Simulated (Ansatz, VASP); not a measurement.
**One calculation of NbP, two programs**

```
Nb P
1.0
    -1.70539    1.70539    5.83476
     1.70539   -1.70539    5.83476
     1.70539    1.70539   -5.83476
Nb P
2 2
Direct
  0.74997 0.74997 0.00000
  0.49997 0.99997 0.50000
  0.33266 0.33266 0.00000
  0.08266 0.58266 0.50000
```

Alike in both runs: task single point; functional PBE; k mesh 8 × 8 × 8; occupations fermi-dirac, width 0.02 eV; no spin polarisation.

|  | VASP | Ansatz |
| --- | --- | --- |
| version | VASP 6.6.1 | Ansatz 0.2.0 |
| potentials or method | VASP PAW PBE potentials, release 64 (Nb_sv, P) | plane waves, PAW |
| plane-wave cutoff (eV) | 520 | 420 |
| valence electrons in the cell | 36 | 36 |

Ansatz gave:

| Quantity | Value |
| --- | --- |
| pressure (GPa) | -9.7 |
| traceless stress, the component that is largest in VASP (GPa) | 1.06 |
| rms of the force components (eV/Å) | 0.005 |

**Question.** Which values does VASP return?

**Answer.** Pressure (GPa): -10.0; traceless stress, the component that is largest in VASP (GPa): 1.08; rms of the force components (eV/Å): 0.006.

Atom by atom the forces differ by 0.001 eV/Å (rms over components). The functional is the same, so the differences come from potentials, cutoffs and numerics.
